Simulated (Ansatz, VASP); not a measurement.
**One calculation of HfTe4, two programs**

File INCAR:

```
PREC = Accurate ; ENCUT = 500
EDIFF = 1E-7 ; ISMEAR = 0
SIGMA = 0.1 ; LREAL = F
LASPH = T ; NELM = 120
ALGO = Normal ; ISIF = 3
LWAVE = F ; LCHARG = F
GGA = PE ; IBRION = 2
NSW = 90 ; EDIFFG = -0.04
GGA_COMPAT = F ; NELMIN = 4
```

KPOINTS

```
Automatic mesh
0
Gamma
  4 4 4
```

The input POSCAR:

```
HfTe4
1.0
    5.2825585300      0.0000000000      0.0000000000
    0.0000000000      5.2825585300      0.0000000000
    0.0000000000      0.0000000000      5.2825585300
Hf Te
1 4
Direct
    0.0000000000      0.0000000000      0.0000000000
    0.5000000000      0.5000000000      0.5000000000
    0.0000000000      0.5000000000      0.5000000000
    0.5000000000      0.0000000000      0.5000000000
    0.5000000000      0.5000000000      0.0000000000
```

Input for Ansatz:

```yaml
crystal:
  lattice:
    - [5.28255853, 0.0, 0.0]
    - [0.0, 5.28255853, 0.0]
    - [0.0, 0.0, 5.28255853]
  atoms:
    - { symbol: Hf, position: [0.0, 0.0, 0.0] }
    - { symbol: Te, position: [0.5, 0.5, 0.5] }
    - { symbol: Te, position: [0.0, 0.5, 0.5] }
    - { symbol: Te, position: [0.5, 0.0, 0.5] }
    - { symbol: Te, position: [0.5, 0.5, 0.0] }
basis:
  ecutwfc: 420
kpoints:
  mp_grid: { grid: [4, 4, 4] }
hamiltonian:
  xc: pbe
scf:
  occupations: { method: gaussian, width: 0.1 }
  lower_state_search: "off"
output:
  forces: true
  stress: true
  eigenvalues: true
relax:
  adjacent_minimum: "off"
  f_tol: 0.04
  max_steps: 70
  cell: { stress_tol: 0.4 }
```

Change from the starting cell: species swapped into the Mn4N type (Pm-3m, No. 221).

Alike in both runs: task relaxation of cell and atoms; functional PBE; k mesh 4 × 4 × 4; occupations gaussian, width 0.1 eV; no spin polarisation.

|  | VASP | Ansatz |
| --- | --- | --- |
| version | VASP 6.6.1 | Ansatz 0.2.0 |
| potentials or method | VASP PAW PBE potentials, release 64 (Hf_pv, Te), cutoff 500 eV | scalar-relativistic, plane waves, PAW |
| valence electrons in the cell | 34 | 90 |

```tsv
	VASP	Ansatz	Ansatz less VASP
gap on the k mesh at the Fermi level, each at its own relaxed structure (eV)	none	none	-
relaxed volume (Å³/atom)	35.78	35.82	+0.043
relaxed cell length with the largest relative difference (Å)	5.635	5.637	+0.0023
```

A gap of «none» marks a metal or a gap that the smearing closes. VASP's potentials hold 34 valence electrons a cell and Ansatz's 90, so a difference there can come from the potentials and not from the codes.

Spin-orbit coupling is off throughout. Noted on VASP's run: the volume moved by over 15 % at a fixed basis, so the end points are rough.
